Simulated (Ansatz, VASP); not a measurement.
## One calculation of Zn, two programs

Contents of INCAR:

```
SYSTEM = Zn
PREC = Accurate ; ENCUT = 520
EDIFF = 1E-6 ; ISMEAR = -1
SIGMA = 0.08 ; LREAL = .FALSE.
LASPH = .TRUE. ; NELM = 60
ALGO = Normal ; ISIF = 2
LWAVE = .FALSE. ; LCHARG = .FALSE.
NBANDS = 32
```

File KPOINTS:

```
regular mesh
0
G
  14 8 8
  0 0 0
```

POSCAR

```
Zn
1.0
   -1.2874463260      2.2299224487      0.0000000000
    0.0000000000      0.0000000000      4.7112279034
    3.8623389781      2.2299224487      0.0000000000
Zn
4
Direct
    0.5000000000      0.2500000000      0.1666666670
    0.0000000000      0.2500000000      0.6666666670
    0.0000000000      0.7500000000      0.3333333330
    0.5000000000      0.7500000000      0.8333333330
```

Input for Ansatz:

```yaml
crystal:
  lattice:
    - [-1.287446326, 2.2299224487, 0.0]
    - [0.0, 0.0, 4.7112279034]
    - [3.8623389781, 2.2299224487, 0.0]
  atoms:
    - { symbol: Zn, position: [0.5, 0.25, 0.166666667] }
    - { symbol: Zn, position: [0.0, 0.25, 0.666666667] }
    - { symbol: Zn, position: [0.0, 0.75, 0.333333333] }
    - { symbol: Zn, position: [0.5, 0.75, 0.833333333] }
kpoints:
  mp_grid: { grid: [14, 8, 8] }
scf:
  occupations: { method: fermi_dirac, width: 0.08 }
hamiltonian:
  xc: lda
  pseudopotentials: { kind: all_electron, lapw: { basis_error: 0.001 } }
output:
  forces: true
  stress: true
  eigenvalues: true
```

Alike in both runs: task single point; functional LDA; k mesh 14 × 8 × 8; occupations fermi-dirac, width 0.08 eV; no spin polarisation.

|  | VASP | Ansatz |
| --- | --- | --- |
| version | VASP 6.6.1 | Ansatz 0.2.0 |
| potentials or method | VASP PAW LDA potentials, release 64 (Zn), cutoff 520 eV | all-electron LAPW, scalar-relativistic |

VASP gave:

```
pressure (GPa)                                                : 0.8
traceless stress, the component that is largest in VASP (GPa) : -0.85
```

Q: What did Ansatz give for the same quantities?

A: Pressure (GPa): 0.0; traceless stress, the component that is largest in VASP (GPa): -0.60.

LDA's correlation is that of Perdew and Zunger in VASP and of Perdew and Wang (1992) in Ansatz. Ansatz ran all-electron here, and VASP with PAW potentials.
